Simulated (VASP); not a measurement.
Set up this calculation in VASP 6.6.1, as the native input.

* Task: relaxation of cell and atoms
* Functional: PBE
* Potentials or basis: VASP PAW PBE potentials, release 64 (Y_sv)
* Cutoff: 600 eV
* k mesh: 6 × 6 × 6
* Occupations: methfessel-paxton, width 0.1 eV
* Spin: no spin polarisation
* Dipole correction: no
* Further INCAR settings: ALGO = Normal; EDIFF = 1e-06; IBRION = 2; EDIFFG = -0.02; NSW = 80; ISIF = 3

The structure of Y lies in POSCAR:

```
Y
1.0
    3.3100000000      0.0000000000      0.0000000000
    0.0000000000      3.3100000000      0.0000000000
    0.0000000000      0.0000000000      3.3100000000
Y
1
Direct
    0.0000000000      0.0000000000      0.0000000000
```

One way to write it, as run:

INCAR

```
SYSTEM = Y
PREC     = Accurate       ! precision mode
ENCUT    = 600            ! plane-wave cutoff, eV
EDIFF    = 1E-6           ! SCF threshold, eV
ISMEAR   = 1              ! smearing method
SIGMA    = 0.1            ! smearing width, eV
LREAL    = .FALSE.        ! projectors in reciprocal space
LASPH    = .TRUE.         ! aspherical terms in the spheres
NELM     = 80             ! most SCF steps
ALGO     = Normal         ! electronic algorithm
ISIF     = 3              ! what is computed and relaxed
LWAVE    = .FALSE.        ! write WAVECAR
LCHARG   = .FALSE.        ! write CHGCAR
GGA      = PE             ! functional
IBRION   = 2              ! ionic algorithm
NSW      = 80             ! ionic steps
EDIFFG   = -0.02          ! ionic threshold
```

KPOINTS

```
regular mesh
0
G
  6 6 6
  0 0 0
```

Potentials or basis: VASP PAW PBE potentials, release 64 (Y_sv).

Command:

```console
$ cat potpaw_PBE.64/Y_sv/POTCAR > POTCAR
$ mpirun -np 1 vasp_std > vasp.out
```

Results of the run:

The relaxed volume is 34.31 Å³/atom, the relaxed cell is a = 3.250 Å, b = 3.250 Å, c = 3.250 Å, α = 90.00°, β = 90.00°, γ = 90.00° and the space group after relaxing (to 0.05 Å) is Pm-3m (No. 221). The energy gained by relaxing is 8.2 meV/atom, the ionic steps are 3 and the pressure after relaxing is 0.0 GPa.

Run time: 20 s on 1 thread of Intel(R) Xeon(R) Platinum 8488C (Sapphire Rapids), on a shared host, peak memory 0.17 GiB.
